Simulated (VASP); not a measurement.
Write the native input for VASP 6.6.1 that does the following.

| Property | Result |
| --- | --- |
| Task | single point |
| Functional | PBEsol |
| Potentials or basis | VASP PAW PBE potentials, release 64 (Sn_d) |
| Cutoff | 520 eV |
| k mesh | 7 × 7 × 7 |
| Occupations | fermi-dirac, width 0.15 eV |
| Spin | no spin polarisation |
| Dipole correction | no |
| Further INCAR settings | ALGO = Normal; EDIFF = 1e-06; NBANDS = 13 |

The structure of Sn lies in POSCAR:

```
Sn
1.0
   -2.2781882100      2.2781882100      3.9669829200
    2.2781882100     -2.2781882100      3.9669829200
    2.2781882100      2.2781882100     -3.9669829200
Sn
1
Direct
    0.0000000000      0.0000000000      0.0000000000
```

One way to write it, as run:

INCAR

```
PREC     = Accurate       # precision mode
ENCUT    = 520            # plane-wave cutoff, eV
EDIFF    = 1E-6           # SCF threshold, eV
ISMEAR   = -1             # smearing method
SIGMA    = 0.15           # smearing width, eV
LREAL    = F              # projectors in reciprocal space
LASPH    = T              # aspherical terms in the spheres
NELM     = 80             # most SCF steps
ALGO     = Normal         # electronic algorithm
ISIF     = 2              # what is computed and relaxed
LWAVE    = F              # write WAVECAR
LCHARG   = T              # write CHGCAR
GGA      = PS             # functional
LELF     = T              # ELF
LVHAR    = T            
NBANDS   = 13             # bands
```

KPOINTS

```
Automatic mesh
0
Gamma
  7 7 7
```

Potentials or basis: VASP PAW PBE potentials, release 64 (Sn_d).

Command:

```sh
$ cat potpaw_PBE.64/Sn_d/POTCAR > POTCAR
$ mpirun -np 1 vasp_std > vasp.out
```

Results of the run:

```json
{
  "Pressure": "-4.4 GPa",
  "Band gap on the k mesh": "zero (band 7 reaches 1.44 eV, above the bottom of band 8 at -0.36 eV)"
}
```

Caveat: the PAW data sets were made with another functional, which shifts forces and pressure a little; spin-orbit coupling is left out, which moves the levels of the heavy elements.

Run time: 26 s on 1 thread of Intel(R) Xeon(R) 6975P-C (Granite Rapids), on a shared host, peak memory 0.24 GiB.
